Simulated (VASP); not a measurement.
Write the native input for VASP 6.6.1 that does the following.

```
Task                   : single point
Functional             : PBE
Potentials or basis    : VASP PAW PBE potentials, release 64 (Ta_pv, N)
Cutoff                 : 520 eV
k mesh                 : 5 × 5 × 4, shifted
Occupations            : gaussian, width 0.1 eV
Spin                   : no spin polarisation
Dipole correction      : no
Further INCAR settings : ALGO = Normal; EDIFF = 1e-06; NBANDS = 80
```

The structure of Ta8N9 (a cell with a defect) lies in POSCAR:

```
Ta8N9
1.0
    2.9171012901     -5.0525676454      0.0000000000
   -5.8342025803      0.0000000001      0.0000000000
    0.0000000000      0.0000000000     -5.9148455068
Ta N
8 9
Direct
    0.0084291796      0.0042137328     -0.0105806652
    0.4957851484      0.0042160854     -0.0105739026
    0.0000013854      0.4999997860      0.0274049423
    0.4957881172      0.4915726043     -0.0105701831
    0.0067504292      0.0033757288      0.4931853244
    0.4966231382      0.0033778390      0.4931827884
    0.0000023750      0.5000016520      0.5285842202
    0.4966213569      0.4932433801      0.4931875223
    0.1670263635      0.3329764083      0.7568148644
    0.6659497183      0.3329741735      0.7568163860
    0.1670279468      0.8340521900      0.7568124974
    0.6666651961      0.8333335767      0.7059117597
    0.3333251761      0.1666615596      0.2302702579
    0.8504230525      0.2008509591      0.2903884807
    0.2991520562      0.6495734073      0.2903872972
    0.8504177087      0.6495706214      0.2903876353
    0.6666703420      0.8333383779      0.1056423197
```

These files were run (other wordings do the same):

INCAR

```
SYSTEM = Ta8N9
PREC = Accurate ; ENCUT = 520
EDIFF = 1E-6 ; ISMEAR = 0
SIGMA = 0.1 ; LREAL = .False.
LASPH = .True. ; NELM = 120
ALGO = Normal ; ISIF = 2
LWAVE = .False. ; LCHARG = .False.
GGA = PE ; NBANDS = 80
GGA_COMPAT = .False.
```

KPOINTS

```
Automatic mesh
0
Gamma
  5 5 4
  0 0 0.5
```

Potentials or basis: VASP PAW PBE potentials, release 64 (Ta_pv, N).

Launch:

```bash
$ cat potpaw_PBE.64/Ta_pv/POTCAR potpaw_PBE.64/N/POTCAR > POTCAR
$ mpirun -np 1 vasp_std > vasp.out
```

Results of the run:

The pressure is 27.6 GPa. The largest force is 0.178 eV/Å. The band gap on the k mesh is zero (an odd number of electrons rules out a gap without spin polarisation).

Caveat: spin-orbit coupling is left out, which moves the levels of the heavy elements; an odd number of electrons without spin polarisation forces a metal; a magnetic or distorted state may lie lower.

It took 25 min on 1 thread of Oxide Virtual Turin-like Processor, on a shared host, peak memory 0.45 GiB.
